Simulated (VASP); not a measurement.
# BaTiO3 (R3m) in VASP: further runs, part 2 of 2

VASP 6.6.1.

### 4 Single point, PBE

This run uses another cell than the first one, of 12.84 Å³/atom.

The input, INCAR:

```
PREC     = Accurate       # precision mode
ENCUT    = 520            # plane-wave cutoff, eV
EDIFF    = 1E-6           # SCF threshold, eV
ISMEAR   = -1             # smearing method
SIGMA    = 0.02           # smearing width, eV
LREAL    = F              # projectors in reciprocal space
LASPH    = T              # aspherical terms in the spheres
NELM     = 60             # most SCF steps
ALGO     = Normal         # electronic algorithm
ISIF     = 2              # what is computed and relaxed
LWAVE    = F              # write WAVECAR
LCHARG   = T              # write CHGCAR
GGA      = PE             # functional
LELF     = T              # ELF
LVHAR    = T            
NBANDS   = 28             # bands
```

The input, KPOINTS:

```
Automatic mesh
0
Gamma
  8 8 8
```

The input, POSCAR:

```
BaTiO3
1.0
    2.8276671207      1.6325543733      2.3177320127
   -2.8276671207      1.6325543733      2.3177320127
    0.0000000000     -3.2651087466      2.3177320127
Ba Ti O
1 1 3
Direct
   -0.0019542700     -0.0019542700     -0.0019542700
    0.4863645393      0.4863645393      0.4863645393
    0.5100995850      0.5100995850      0.0166905607
    0.0166905607      0.5100995850      0.5100995850
    0.5100995850      0.0166905607      0.5100995850
```

Potentials or basis: VASP PAW PBE potentials, release 64 (Ba_sv, Ti_sv, O).

Run with:

```sh
$ cat potpaw_PBE.64/Ba_sv/POTCAR potpaw_PBE.64/Ti_sv/POTCAR potpaw_PBE.64/O/POTCAR > POTCAR
$ mpirun -np 1 vasp_std > vasp.out
```

OUTCAR:

```text
PREC = Accurate
   ENCUT = 520
   EDIFF = 1E-6
   ISMEAR = -1
   LREAL = F
   LASPH = T
   NELM = 60
   ISIF = 2
   GGA = PE

 ion  position               nearest neighbor table
   1  0.998  0.998  0.998-   3 2.77   4 2.77   5 2.77   4 2.83   5 2.83   5 2.83   4 2.83   3 2.83
                             3 2.83   3 2.90   4 2.90   5 2.90   2 3.40   2 3.44   2 3.44   2 3.44
   2  0.486  0.486  0.486-   3 1.88   4 1.88   5 1.88   3 2.13   4 2.13   5 2.13   1 3.40   1 3.44
                             1 3.44   1 3.44   1 3.49   1 3.49   1 3.49   1 3.56
   3  0.510  0.510  0.017-   2 1.88   2 2.13   1 2.77   1 2.83   1 2.83   1 2.90
   4  0.017  0.510  0.510-   2 1.88   2 2.13   1 2.77   1 2.83   1 2.83   1 2.90
   5  0.510  0.017  0.510-   2 1.88   2 2.13   1 2.77   1 2.83   1 2.83   1 2.90

  LATTYP: Found a trigonal (rhomboedric) cell.
 ALAT       =     4.0041000000
 COS(alpha) =     0.0025830844

  Lattice vectors:

 A1 = (   2.8276671207,   1.6325543733,   2.3177320127)
 A2 = (  -2.8276671207,   1.6325543733,   2.3177320127)
 A3 = (   0.0000000000,  -3.2651087466,   2.3177320127)

Analysis of symmetry for initial positions (statically):
=====================================================================
[... 174 lines left out ...]
  free energy    TOTEN  =       -39.99391082 eV

  energy without entropy =      -39.99391082  energy(sigma->0) =      -39.99391082

 E-fermi :   4.3342     XC(G=0): -11.2383

 val. band max:        3.7742651351   @ k =   0.5000   0.5000   0.5000
 cond. band min:       6.0853665836   @ k =   0.0000   0.0000   0.0000
 fundamental gap:      2.3111014485
 Fermi energy:         4.3342387709

 k-point     1 :       0.0000    0.0000    0.0000
  band No.  band energies     occupation
      1     -52.5647      2.00000
      2     -28.8137      2.00000
      3     -28.8137      2.00000
      4     -28.8126      2.00000
      5     -21.0270      2.00000
      6     -13.0621      2.00000
[... 733 lines left out ...]
     27      11.3492      0.00000
     28      12.4693      0.00000

 [... further k-points ...]
[... 5 lines left out ...]
  --------------------------------------------------------------------------------------
  -------------------------------------------------------------------------------------
  Total        2.5433497      2.5433497      2.5258295      0.0000000      0.0000000     -0.0000000
  in kB       63.4755188     63.4755188     63.0382582      0.0000000      0.0000000     -0.0000000
  external PRESSURE =      63.3297652 kB  Pullay stress =       0.0000000 kB

 VOLUME and BASIS-vectors are now :
 -----------------------------------------------------------------------------
  energy-cutoff  :      520.00
  volume of cell :       64.20
      direct lattice vectors                 reciprocal lattice vectors
     2.827667121  1.632554373  2.317732013     0.176824208  0.102089504  0.143818755
    -2.827667121  1.632554373  2.317732013    -0.176824208  0.102089504  0.143818755
     0.000000000 -3.265108747  2.317732013     0.000000000 -0.204179009  0.143818755

 POSITION                                       TOTAL-FORCE (eV/Angst)
 -----------------------------------------------------------------------------------
      0.00000      0.00000      6.93961         0.000000      0.000000      0.036263
      0.00000      0.00000      3.38179         0.000000      0.000000      0.057988
      0.00000      1.61103      2.40323         0.000000      0.023136     -0.031417
     -1.39520     -0.80552      2.40323        -0.020036     -0.011568     -0.031417
      1.39520     -0.80552      2.40323         0.020036     -0.011568     -0.031417
 -----------------------------------------------------------------------------------
    total drift:                                0.000000      0.000000     -0.000790

  FREE ENERGIE OF THE ION-ELECTRON SYSTEM (eV)
  ---------------------------------------------------
  free  energy   TOTEN  =       -39.9939108245 eV

  energy  without entropy=      -39.9939108245  energy(sigma->0) =      -39.99391082
```

Run time: 3.4 min. Hardware: 1 thread of Intel Xeon 8259CL, shared host; peak memory 0.25 GiB.

What came out:

| Quantity | Value |
| --- | --- |
| Free energy | -39.9939 eV |
| Pressure | 6.3 GPa |
| Largest force | 0.058 eV/Å |
| Band gap on the k mesh | 2.31 eV (least direct gap 2.69 eV) |

Forces in eV/Å, atoms in the order of the input:
```
Ba   0.000  0.000  0.036
Ti   0.000  0.000  0.058
O    0.000  0.023 -0.031
O   -0.020 -0.012 -0.031
O    0.020 -0.012 -0.031
```

Caveat: the cell stands under pressure; spin-orbit coupling is left out, which moves the levels of the heavy elements.

### 5 Overview

```tsv
potentials or basis	cell	cutoff (eV)	gap on the mesh (eV)	pressure (GPa)	largest force (eV/Å)
VASP PAW PBE potentials, release 64 (Ba_sv, Ti_sv, O_h)	a = 4.031 Å, angles 89.9°, 5 atoms, atomic positions A	910	2.44	3.5	0.04
VASP PAW PBE potentials, release 64 (Ba_sv, Ti_sv, O)	a = 3.977 Å, angles 90.6°, 5 atoms, atomic positions B	520	2.15	9.1	0.05
VASP PAW PBE potentials, release 64 (Ba_sv, Ti_sv, O)	a = 4.004 Å, angles 89.9°, 5 atoms, atomic positions C	520	2.31	6.3	0.06
```

Alike in all rows: task single point; level PBE; no spin polarisation; k mesh 8 × 8 × 8; smearing fermi-dirac 0.02 eV.

Caveats: the cell stands under pressure; spin-orbit coupling is left out, which moves the levels of the heavy elements; the cutoff is under 1.25 times the usual one of these potentials, so pressure, stress and relaxed cells hold a basis-set (Pulay) error (at least some runs).

Total energies depend on the potentials used, so only differences within one code and one set of settings carry meaning.
